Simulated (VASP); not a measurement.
YSiF3: single point with PBE

YSiF3:

```
Y Si F
1.0
     5.54751    0.00000    0.00000
     0.00000    5.54751    0.00000
     0.00000    0.00000    3.92268
Y Si F
2 2 6
Direct
  0.00000 0.50000 0.50000
  0.50000 0.00000 0.50000
  0.50000 0.50000 0.00000
  0.00000 0.00000 0.00000
  0.77231 0.27231 0.00000
  0.72769 0.77231 0.00000
  0.50000 0.50000 0.50000
  0.22769 0.72769 0.00000
  0.27231 0.22769 0.00000
  0.00000 0.00000 0.50000
```

```
Program                : VASP 6.6.1
Task                   : single point
Functional             : PBE
Potentials or basis    : VASP PAW PBE potentials, release 64 (Y_sv, Si, F)
Cutoff                 : 520 eV
k mesh                 : 4 × 4 × 4
Occupations            : gaussian, width 0.1 eV
Spin                   : collinear spin
Starting moments       : [0.0, 0.0, 0.0, 0.0, 1.0, 1.0, 1.0, 1.0, 1.0, 1.0] μB
Dipole correction      : no
Further INCAR settings : ALGO = Normal; EDIFF = 1e-06; NBANDS = 51
```

```
Pressure                                              : 34.3 GPa
Largest force                                         : 0.450 eV/Å
Net moment                                            : 2.08 μB per cell
Site moments                                          : Y +0.64; Si +0.01; F +0.02, +0.03 (each value once) μB
Valence electrons inside the program's atomic spheres : Y 9.44; Si 1.57; F 6.11
```

Forces in eV/Å, atoms in the order of the input:
```
Y    0.000  0.000  0.000
Y    0.000  0.000  0.000
Si   0.000  0.000  0.000
Si   0.000  0.000  0.000
F    0.319  0.319  0.000
F   -0.319  0.319  0.000
F    0.000  0.000  0.000
F   -0.319 -0.319  0.000
F    0.319 -0.319  0.000
F    0.000  0.000  0.000
```

Stress tensor (GPa, compression positive):
```
33.95  0.00  0.00
 0.00 33.95  0.00
 0.00  0.00 35.10
```

Levels at points of the mesh, in eV from the Fermi level:
Spin up:
```tsv
k point	band 33	band 34	band 35	band 36	band 37	band 38	band 39	band 40	band 41	band 42
(0.00, 0.00, 0.00)	-6.16	-1.70	-1.49	-1.27	-0.47	0.51	0.54	0.54	0.73	1.00
(0.50, 0.00, 0.00)	-3.77	-3.77	-0.53	-0.53	-0.21	-0.21	0.77	0.77	0.84	0.84
(0.50, 0.50, 0.00)	-3.15	-3.15	-0.78	-0.78	-0.33	-0.33	0.95	0.95	1.53	1.53
(0.00, 0.00, 0.50)	-3.08	-1.39	-1.39	-1.37	-0.87	-0.61	1.05	1.18	1.45	1.45
(0.50, 0.00, 0.50)	-1.96	-1.96	-0.39	-0.39	0.07	0.07	0.48	0.48	1.36	1.36
(0.50, 0.50, 0.50)	-1.23	-1.23	0.21	0.21	0.80	0.80	0.94	0.94	0.98	0.98
```
Spin down:
```
           k point  band 31  band 32  band 33  band 34  band 35  band 36  band 37  band 38  band 39  band 40
(0.00, 0.00, 0.00)    -9.04    -8.82    -6.06    -1.17    -0.58    -0.53     0.27     0.91     0.91     1.08
(0.50, 0.00, 0.00)    -9.01    -9.01    -3.70    -3.70     0.25     0.25     0.80     0.80     1.23     1.23
(0.50, 0.50, 0.00)    -9.26    -9.26    -3.09    -3.09    -0.10    -0.10     0.54     0.54     1.35     1.35
(0.00, 0.00, 0.50)    -8.56    -8.56    -3.02    -1.15    -1.15    -1.11    -0.11     0.50     1.09     1.56
(0.50, 0.00, 0.50)    -8.82    -8.82    -1.89    -1.89    -0.01    -0.01     0.38     0.38     1.53     1.53
(0.50, 0.50, 0.50)    -8.61    -8.61    -1.14    -1.14     1.06     1.06     1.15     1.15     1.18     1.18
```

Run time: 4.8 min on 1 thread of Oxide Virtual Turin-like Processor (shared host), peak memory 0.33 GiB.

Caveat: the k points lie up to 0.40 Å⁻¹ apart.
